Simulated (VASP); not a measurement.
# Cu (a cell with a defect) in VASP: single point with PBE

Aim: the single point of Cu (a cell with a defect) with PBE.

All numbers are computed with VASP 6.6.1; they aren't measurements. Logs are shortened: lines on timing, memory, paths and dates and some standing lists are left out, and cuts for length are marked.

## 1. The cell of the first run

The cell holds a defect, 26 atoms: a = 7.700 Å, b = 7.700 Å, c = 7.700 Å, α = 60.00°, β = 60.00°, γ = 60.00°.

## 2. Single point, PBE (atoms taken out, then relaxed in part)

The input, INCAR:

```
  ALGO = Normal
  EDIFF = 1E-6
  ENCUT = 520
  GGA = PE
  ISIF = 2
  ISMEAR = 0
  LASPH = True
  LCHARG = False
  LREAL = Auto
  LWAVE = False
  NBANDS = 162
  NELM = 60
  PREC = Accurate
  SIGMA = 0.1
```

The input, KPOINTS:

```
k-points
0
Gamma
  4 4 4
```

The input, POSCAR:

```
Cu
1.0
    0.0000000000      5.4447042149     -5.4447042149
   -5.4447042149      0.0000000000     -5.4447042149
   -5.4447042149      5.4447042149      0.0000000000
Cu
26
Direct
    0.3365982129      0.6666666667      0.0000000000
    0.6666666667      0.3365982129      0.0000000000
   -0.0032648796      0.6666666667      0.0000000000
    0.3333302634      0.3333302634      0.0000092099
    0.6666666667     -0.0032648796      0.0000000000
   -0.0032648796      0.3365982129      0.0000000000
    0.3365982129     -0.0032648796      0.0000000000
    0.0000030700      0.0000030700     -0.0000092099
    0.6666666667      0.6666666667      0.3300684538
    0.3365982129      0.6666666667      0.3300684538
    0.6666666667      0.3365982129      0.3300684538
    0.0000030700      0.6666574567      0.3333364033
    0.3341010669      0.3341010669      0.3325655997
    0.6666574567      0.0000030700      0.3333364033
   -0.0007677336      0.3341010669      0.3325655997
    0.3341010669     -0.0007677336      0.3325655997
    0.0000030700      0.0000030700      0.3333364033
    0.6666666667      0.6666666667      0.6699315462
    0.3333302634      0.6666758766      0.6666635967
    0.6666758766      0.3333302634      0.6666635967
   -0.0032648796      0.6666666667      0.6699315462
    0.3333302634      0.3333302634      0.6666635967
    0.6666666667     -0.0032648796      0.6699315462
   -0.0007677336      0.3341010669      0.6674344003
    0.3341010669     -0.0007677336      0.6674344003
   -0.0007677336     -0.0007677336      0.6674344003
```

Potentials or basis: VASP PAW PBE potentials, release 64 (Cu).

Command:

```sh
$ cat potpaw_PBE.64/Cu/POTCAR > POTCAR
$ mpirun -np 1 vasp_std > vasp.out
```

OUTCAR:

```text
EDIFF = 1E-6
   ENCUT = 520
   GGA = PE
   ISIF = 2
   ISMEAR = 0
   LASPH = True
   LREAL = Auto
   NELM = 60
   PREC = Accurate

 ion  position               nearest neighbor table
   1  0.337  0.667  0.000-   7 2.54   2 2.54  10 2.54  18 2.54  25 2.56  13 2.56   8 2.58  19 2.58
                             4 2.58  12 2.58   3 2.62
   2  0.667  0.337  0.000-   6 2.54   1 2.54  11 2.54  18 2.54  24 2.56  13 2.56   8 2.58  20 2.58
                             4 2.58  14 2.58   5 2.62
   3  0.997  0.667  0.000-   5 2.54   9 2.54   6 2.54  21 2.54  26 2.56  15 2.56  12 2.58   8 2.58
                             4 2.58  19 2.58   1 2.62
   4  0.333  0.333  0.000-  13 2.57  15 2.57  16 2.57  19 2.57  20 2.57  22 2.57   1 2.58   2 2.58
                             3 2.58   5 2.58   6 2.58   7 2.58
   5  0.667  0.997  0.000-   3 2.54   9 2.54   7 2.54  23 2.54  26 2.56  16 2.56  14 2.58   8 2.58
                             4 2.58  20 2.58   2 2.62
   6  0.997  0.337  0.000-   2 2.54  11 2.54   3 2.54  21 2.54  15 2.56  24 2.56   8 2.58  17 2.58
                            22 2.58   4 2.58   7 2.62
   7  0.337  0.997  0.000-   1 2.54  10 2.54   5 2.54  23 2.54  16 2.56  25 2.56   8 2.58  17 2.58
                            22 2.58   4 2.58   6 2.62
   8  0.000  0.000  1.000-  24 2.57  25 2.57  26 2.57  17 2.57  12 2.57  14 2.57   6 2.58   7 2.58
                             1 2.58   2 2.58   3 2.58   5 2.58
   9  0.667  0.667  0.330-   3 2.54   5 2.54  10 2.54  11 2.54  15 2.56  16 2.56  12 2.58  14 2.58
[... 21 lines left out ...]
  20  0.667  0.333  0.667-  24 2.57  15 2.57  26 2.57  22 2.57   4 2.57  19 2.57  11 2.58   9 2.58
                             2 2.58  18 2.58   5 2.58  23 2.58
  21  0.997  0.667  0.670-  18 2.54  23 2.54   3 2.54   6 2.54  24 2.56  26 2.56  12 2.58  17 2.58
                            22 2.58  19 2.58  10 2.62
  22  0.333  0.333  0.667-  24 2.57  25 2.57  13 2.57  20 2.57   4 2.57  19 2.57  11 2.58  10 2.58
                            21 2.58  23 2.58   7 2.58   6 2.58
  23  0.667  0.997  0.670-  18 2.54  21 2.54   5 2.54   7 2.54  25 2.56  26 2.56  14 2.58  17 2.58
                            22 2.58  20 2.58  11 2.62
  24  0.999  0.334  0.667-   2 2.56   6 2.56  18 2.56  21 2.56   8 2.57  20 2.57  12 2.57  22 2.57
                            25 2.58  26 2.58  13 2.58  15 2.58
  25  0.334  0.999  0.667-   1 2.56   7 2.56  18 2.56  23 2.56   8 2.57  19 2.57  14 2.57  22 2.57
                            24 2.58  26 2.58  13 2.58  16 2.58
  26  0.999  0.999  0.667-   3 2.56   5 2.56  21 2.56  23 2.56   8 2.57  19 2.57  20 2.57  17 2.57
                            24 2.58  25 2.58  16 2.58  15 2.58

  LATTYP: Found a face centered cubic cell.
 ALAT       =    10.8894084298

  Lattice vectors:

 A1 = (   0.0000000000,   5.4447042149,  -5.4447042149)
 A2 = (  -5.4447042149,   0.0000000000,  -5.4447042149)
 A3 = (  -5.4447042149,   5.4447042149,   0.0000000000)

Analysis of symmetry for initial positions (statically):
=====================================================================
 Subroutine PRICEL returns:
 Original cell was already a primitive cell.

 Routine SETGRP: Setting up the symmetry group for a
[... 170 lines left out ...]
   IALGO  =     38    algorithm
   IMIX   =      4    mixing-type and parameters
     AMIX     =   0.40;   BMIX     =  1.00
     AMIX_MAG =   1.60;   BMIX_MAG =  1.00
  volume/ion in A,a.u.               =      12.42        83.79
  Fermi-wavevector in a.u.,A,eV,Ry     =   1.572338  2.971288 33.636956  2.472246
  Thomas-Fermi vector in A             =   2.673787
   LORBIT       =      0    0 simple, 1 ext, 2 COOP (PROOUT), +10 PAW based schemes
   GGA     = PE    functional components
   LHFCALC =     F    Hartree Fock is set to
   AEXX    =    0.0000 exact exchange contribution
   IVDW    =     0    specifies the selected vdW correction
   LEPSILON=     F    determine dielectric tensor
   LRPA    =     F    only Hartree local field effects (RPA)
 non-spin polarized calculation
 Gauss-broadening in eV      SIGMA  =   0.10
  energy-cutoff  :      520.00
  volume of cell :      322.81
 maximum number of plane-waves:      8728
 NGX is ok and might be reduce to    60
   NGX = 29   NGY = 29   NGZ = 29

 number of electron     285.9999975 magnetization

 Free energy of the ion-electron system (eV)
  ---------------------------------------------------
  ext. energy  EPLUGINS =         0.00000000
  ---------------------------------------------------
  free energy    TOTEN  =       -95.70922972 eV

  energy without entropy =      -95.63090512  energy(sigma->0) =      -95.67006742

 E-fermi :   6.8924     XC(G=0): -12.4021

 val. band max:        6.8831218049   @ k =  -0.2500   0.5000   0.2500
 cond. band min:       6.9096885614   @ k =   0.5000   0.2500   0.0000
 fundamental gap:      0.0265667565
 Fermi energy:         6.8923980230

 k-point     1 :       0.0000    0.0000    0.0000
  band No.  band energies     occupation
      1      -2.0739      2.00000
      2       1.1018      2.00000
      3       1.1775      2.00000
      4       1.1775      2.00000
      5       1.1775      2.00000
      6       1.2149      2.00000
[... 1253 lines left out ...]
    154       9.5564      0.00000
    155       9.5806      0.00000
 [bands above 155 left out]

------------------------ aborting loop because EDIFF is reached ----------------------------------------

  FORCE on cell =-STRESS in cart. coord.  units (eV):
  Direction    XX          YY          ZZ          XY          YZ          ZX
  --------------------------------------------------------------------------------------
  -------------------------------------------------------------------------------------
  Total       -2.4409040     -2.4409040     -2.4409040      0.0000000      0.0000000      0.0000000
  in kB      -12.1145812    -12.1145812    -12.1145812      0.0000000      0.0000000      0.0000000
  external PRESSURE =     -12.1145812 kB  Pullay stress =       0.0000000 kB

 VOLUME and BASIS-vectors are now :
 -----------------------------------------------------------------------------
  energy-cutoff  :      520.00
  volume of cell :      322.81
      direct lattice vectors                 reciprocal lattice vectors
     0.000000000  5.444704215 -5.444704215     0.091832353  0.091832353 -0.091832353
    -5.444704215  0.000000000 -5.444704215    -0.091832353 -0.091832353 -0.091832353
    -5.444704215  5.444704215  0.000000000    -0.091832353  0.091832353  0.091832353

 POSITION                                       TOTAL-FORCE (eV/Angst)
 -----------------------------------------------------------------------------------
     -3.62980      1.83268     -5.46248        -0.000000      0.003511     -0.003511
     -1.83268      3.62980     -5.46248        -0.003511     -0.000000     -0.003511
     -3.62980      5.42693     -9.05673        -0.000000     -0.003511      0.003511
     -1.81493      1.81493     -3.62977         0.002320     -0.002320     -0.002320
     -5.42693      3.62980     -9.05673         0.003511     -0.000000      0.003511
     -1.83268      5.42693     -7.25961        -0.003511     -0.003511      0.000000
[... 18 lines left out ...]
     -9.07451      5.45306     -7.25961        -0.000000     -0.002232      0.000000
     -9.07451      9.07451    -10.88105        -0.000000     -0.000000     -0.002232
 -----------------------------------------------------------------------------------
    total drift:                               -0.000001      0.000001     -0.000000

  FREE ENERGIE OF THE ION-ELECTRON SYSTEM (eV)
  ---------------------------------------------------
  free  energy   TOTEN  =       -95.7092297212 eV

  energy  without entropy=      -95.6309051190  energy(sigma->0) =      -95.67006742
```

OSZICAR:

```text
N       E                     dE             d eps       ncg     rms          rms(c)
DAV:   1     0.321128329812E+04    0.32113E+04   -0.11596E+05  2592   0.312E+03
DAV:   2     0.494938198482E+03   -0.27163E+04   -0.26582E+04  2592   0.689E+02
DAV:   3    -0.745880158253E+02   -0.56953E+03   -0.54085E+03  2592   0.313E+02
[... 11 lines left out ...]
DAV:  15    -0.957093000175E+02   -0.31645E-04   -0.58458E-04  2750   0.206E-01    0.539E-02
DAV:  16    -0.957092353266E+02    0.64691E-04   -0.46474E-04  2848   0.176E-01    0.164E-02
DAV:  17    -0.957092333136E+02    0.20130E-05   -0.34537E-05  2750   0.616E-02    0.119E-02
DAV:  18    -0.957092297438E+02    0.35698E-05   -0.14608E-05  2794   0.528E-02    0.230E-03
DAV:  19    -0.957092297212E+02    0.22577E-07   -0.16103E-06  1474   0.113E-02
   1 F= -.95709230E+02 E0= -.95670067E+02  d E =-.783246E-01
```

stdout:

```text
POSCAR found type information on POSCAR Cu
 POSCAR found :  1 types and      26 ions
 scaLAPACK will be used
 LDA part: xc-table for (Slater+PW92), standard interpolation
 POSCAR, INCAR and KPOINTS ok, starting setup
 FFT: planning ... GRIDC
 FFT: planning ... GRID_SOFT
 FFT: planning ... GRID
 WAVECAR not read
 entering main loop
```

Wall time 16 min (1 thread of AMD EPYC 9R45 (Zen 5), shared host); peak memory 0.61 GiB.

Results:

- Free energy: -95.7092 eV
- Pressure: -1.2 GPa
- Largest force: 0.005 eV/Å
- Band gap on the k mesh: zero (bands 143 and 144 overlap by 1.80 eV)

Forces on the atoms (eV/Å):
```
Cu   0.000  0.004 -0.004
Cu  -0.004  0.000 -0.004
Cu   0.000 -0.004  0.004
Cu   0.002 -0.002 -0.002
Cu   0.004  0.000  0.004
Cu  -0.004 -0.004  0.000
Cu   0.004  0.004  0.000
Cu  -0.002  0.002  0.002
Cu   0.004 -0.004  0.000
Cu   0.004  0.000 -0.004
Cu   0.000 -0.004 -0.004
Cu  -0.002 -0.002 -0.002
Cu   0.000  0.000  0.002
Cu   0.002  0.002 -0.002
Cu   0.000  0.002  0.000
Cu  -0.002  0.000  0.000
Cu   0.002 -0.002  0.002
Cu  -0.004  0.004  0.000
Cu   0.002  0.002  0.002
Cu  -0.002 -0.002  0.002
Cu  -0.004  0.000  0.004
Cu  -0.002  0.002 -0.002
Cu   0.000  0.004  0.004
Cu   0.002  0.000  0.000
Cu   0.000 -0.002  0.000
Cu   0.000  0.000 -0.002
```

Levels at points of the mesh, in eV from the Fermi level:
| k point | band 141 | band 142 | band 143 | band 144 | band 145 | band 146 | band 147 | band 148 |
| --- | --- | --- | --- | --- | --- | --- | --- | --- |
| (0.00, 0.00, 0.00) | -1.63 | -1.63 | -1.63 | -1.62 | -1.56 | 3.24 | 3.24 | 3.24 |
| (0.50, 0.00, 0.00) | -0.34 | -0.14 | -0.14 | -0.14 | -0.09 | 1.28 | 1.28 | 1.45 |
| (0.50, 0.50, 0.00) | 0.07 | 0.16 | 0.16 | 0.22 | 0.54 | 0.54 | 0.59 | 0.59 |

Caveat: the cell differs from its parent crystal (atoms taken out, then relaxed in part).

The gap in the log of VASP goes by the Fermi energy; the results here count the filled bands.